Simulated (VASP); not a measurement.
# SiC (F-43m) in VASP: further runs, part 2 of 2

VASP 6.6.1.

## Step 4: Single point, PBEsol

This run uses another cell than the first one, of 10.25 Å³/atom, 1.053 times its volume.

File INCAR:

```
ALGO = Normal
EDIFF = 1E-7
ENCUT = 520
GGA = PS
ISIF = 2
ISMEAR = 0
LASPH = T
LCHARG = T
LELF = T
LREAL = F
LVHAR = T
LWAVE = F
NBANDS = 11
NELM = 80
PREC = Accurate
SIGMA = 0.01
```

File KPOINTS:

```
k-points
0
Gamma
  10 10 10
```

File POSCAR:

```
SiC
1.0
    0.0000000000      2.1720359107      2.1720359107
    2.1720359107      0.0000000000      2.1720359107
    2.1720359107      2.1720359107      0.0000000000
Si C
1 1
Direct
    0.0000000000      0.0000000000      0.0000000000
    0.7500000000      0.7500000000      0.7500000000
```

Potentials or basis: VASP PAW PBE potentials, release 64 (Si, C).

Run with:

```
> cat potpaw_PBE.64/Si/POTCAR potpaw_PBE.64/C/POTCAR > POTCAR
> mpirun -np 1 vasp_std > vasp.out
```

OUTCAR:

```text
EDIFF = 1E-7
   ENCUT = 520
   GGA = PS
   ISIF = 2
   ISMEAR = 0
   LASPH = T
   LREAL = F
   NELM = 80
   PREC = Accurate

 ion  position               nearest neighbor table
   1  0.000  0.000  0.000-   2 1.88   2 1.88   2 1.88   2 1.88
   2  0.750  0.750  0.750-   1 1.88   1 1.88   1 1.88   1 1.88

  LATTYP: Found a face centered cubic cell.
 ALAT       =     4.3440718214

  Lattice vectors:

 A1 = (   0.0000000000,   2.1720359107,   2.1720359107)
 A2 = (   2.1720359107,   0.0000000000,   2.1720359107)
 A3 = (   2.1720359107,   2.1720359107,   0.0000000000)

Analysis of symmetry for initial positions (statically):
=====================================================================
 Subroutine PRICEL returns:
 Original cell was already a primitive cell.

 Routine SETGRP: Setting up the symmetry group for a
 face centered cubic supercell.

 Subroutine GETGRP returns: Found 24 space group operations
 (whereof 24 operations were pure point group operations)
 out of a pool of 48 trial point group operations.

The static configuration has the point symmetry T_d .

Analysis of symmetry for dynamics (positions and initial velocities):
=====================================================================
 Subroutine PRICEL returns:
 Original cell was already a primitive cell.

 Routine SETGRP: Setting up the symmetry group for a
 face centered cubic supercell.

 Subroutine GETGRP returns: Found 24 space group operations
 (whereof 24 operations were pure point group operations)
 out of a pool of 48 trial point group operations.

The dynamic configuration has the point symmetry T_d .

 Subroutine INISYM returns: Found 24 space group operations
 (whereof 24 operations are pure point group operations),
 and found     1 'primitive' translations

----------------------------------------------------------------------------------------

                                     Primitive cell

  volume of cell :      20.4942
[... 115 lines left out ...]
   LHFCALC =     F    Hartree Fock is set to
   AEXX    =    0.0000 exact exchange contribution
   IVDW    =     0    specifies the selected vdW correction
   LEPSILON=     F    determine dielectric tensor
   LRPA    =     F    only Hartree local field effects (RPA)
 non-spin polarized calculation
 Gauss-broadening in eV      SIGMA  =   0.01
  energy-cutoff  :      520.00
  volume of cell :       20.49
 maximum number of plane-waves:       568
   NGX = 11   NGY = 11   NGZ = 11

 number of electron       8.0000001 magnetization

 Free energy of the ion-electron system (eV)
  ---------------------------------------------------
  ext. energy  EPLUGINS =         0.00000000
  ---------------------------------------------------
  free energy    TOTEN  =       -15.91339327 eV

  energy without entropy =      -15.91339327  energy(sigma->0) =      -15.91339327

 E-fermi :   8.2041     XC(G=0): -11.5463

 val. band max:        8.1648101386   @ k =   0.0000   0.0000   0.0000
 cond. band min:       9.3898113776   @ k =   0.5000   0.5000   0.0000
 fundamental gap:      1.2250012390
 Fermi energy:         8.2040997597

 k-point     1 :       0.0000    0.0000    0.0000
  band No.  band energies     occupation
      1      -7.3352      2.00000
      2       8.1648      2.00000
      3       8.1648      2.00000
      4       8.1648      2.00000
      5      14.4637      0.00000
      6      15.4737      0.00000
      7      15.4737      0.00000
      8      15.4737      0.00000
      9      22.6774      0.00000
     10      22.6774      0.00000
     11      24.5763      0.00000
[... 309 lines left out ...]
 k-point    24 :       0.4000    0.3000    0.0000
  band No.  band energies     occupation
      1      -4.1500      2.00000
      2       2.5677      2.00000
      3       4.9616      2.00000
      4       5.5034      2.00000
      5      10.9283      0.00000
      6      13.7161      0.00000
      7      19.8215      0.00000
      8      20.1185      0.00000
      9      21.9564      0.00000
     10      26.2674      0.00000
     11      29.4814      0.00000

 [... further k-points ...]

------------------------ aborting loop because EDIFF is reached ----------------------------------------

  FORCE on cell =-STRESS in cart. coord.  units (eV):
  Direction    XX          YY          ZZ          XY          YZ          ZX
  --------------------------------------------------------------------------------------
  -------------------------------------------------------------------------------------
  Total        0.2995417      0.2995417      0.2995417      0.0000000      0.0000000     -0.0000000
  in kB       23.4173029     23.4173029     23.4173029      0.0000000      0.0000000     -0.0000000
  external PRESSURE =      23.4173029 kB  Pullay stress =       0.0000000 kB

 VOLUME and BASIS-vectors are now :
 -----------------------------------------------------------------------------
  energy-cutoff  :      520.00
  volume of cell :       20.49
      direct lattice vectors                 reciprocal lattice vectors
     0.000000000  2.172035911  2.172035911    -0.230198772  0.230198772  0.230198772
     2.172035911  0.000000000  2.172035911     0.230198772 -0.230198772  0.230198772
     2.172035911  2.172035911  0.000000000     0.230198772  0.230198772 -0.230198772

 POSITION                                       TOTAL-FORCE (eV/Angst)
 -----------------------------------------------------------------------------------
      0.00000      0.00000      0.00000         0.000000      0.000000      0.000000
      3.25805      3.25805      3.25805        -0.000000     -0.000000     -0.000000
 -----------------------------------------------------------------------------------
    total drift:                               -0.000000     -0.000000     -0.000000

  FREE ENERGIE OF THE ION-ELECTRON SYSTEM (eV)
  ---------------------------------------------------
  free  energy   TOTEN  =       -15.9133932700 eV

  energy  without entropy=      -15.9133932700  energy(sigma->0) =      -15.91339327
```

OSZICAR:

```text
N       E                     dE             d eps       ncg     rms          rms(c)
DAV:   1     0.285429197448E+01    0.28543E+01   -0.39782E+03  1090   0.611E+02
DAV:   2    -0.171287244415E+02   -0.19983E+02   -0.19077E+02  1304   0.110E+02
DAV:   3    -0.177356141010E+02   -0.60689E+00   -0.60559E+00  1285   0.159E+01
DAV:   4    -0.177379839554E+02   -0.23699E-02   -0.23697E-02  1180   0.124E+00
DAV:   5    -0.177379948643E+02   -0.10909E-04   -0.10909E-04  1293   0.778E-02    0.884E+00
DAV:   6    -0.159958604707E+02    0.17421E+01   -0.60636E+00  1154   0.110E+01    0.398E+00
DAV:   7    -0.159280555178E+02    0.67805E-01   -0.38490E-01  1240   0.349E+00    0.178E+00
DAV:   8    -0.159135740678E+02    0.14481E-01   -0.21241E-02  1187   0.927E-01    0.164E-01
DAV:   9    -0.159133482622E+02    0.22581E-03   -0.17264E-03  1252   0.220E-01    0.111E-01
DAV:  10    -0.159133928092E+02   -0.44547E-04   -0.12251E-04  1175   0.699E-02    0.256E-02
DAV:  11    -0.159133929758E+02   -0.16669E-06   -0.11837E-05  1247   0.190E-02    0.589E-03
DAV:  12    -0.159133932437E+02   -0.26782E-06   -0.69373E-07  1205   0.508E-03    0.708E-04
DAV:  13    -0.159133932700E+02   -0.26295E-07   -0.18541E-08   697   0.921E-04
   1 F= -.15913393E+02 E0= -.15913393E+02  d E =-.334445E-11
```

Wall time 10 s (1 thread of AMD EPYC 7R43 (Zen 3), shared host); peak memory 0.1 GiB.

Results:

```yaml
Free_energy: -15.9134 eV
Pressure: 2.3 GPa
Band_gap_on_the_k_mesh: 1.23 eV, indirect (least direct gap 4.45 eV)
```

Caveat: the PAW data sets were made with another functional, which shifts forces and pressure a little. A k mesh can miss the band edges.

## Step 5: Overview

| cell | gap on the mesh (eV) | pressure (GPa) |
| --- | --- | --- |
| a = 3.019 Å, angles 60.0°, 2 atoms | 1.18 | 15.4 |
| a = 3.076 Å, angles 60.0°, 2 atoms | 1.23 | 1.3 |
| a = 3.072 Å, angles 60.0°, 2 atoms | 1.23 | 2.3 |

Alike in all rows: task single point; level PBEsol; potentials or basis VASP PAW PBE potentials, release 64 (Si, C); no spin polarisation; k mesh 10 × 10 × 10; cutoff (eV) 520; smearing gaussian 0.01 eV.

Caveats: the PAW data sets were made with another functional, which shifts forces and pressure a little.

Absolute energies hang on the potentials; compare differences alone.
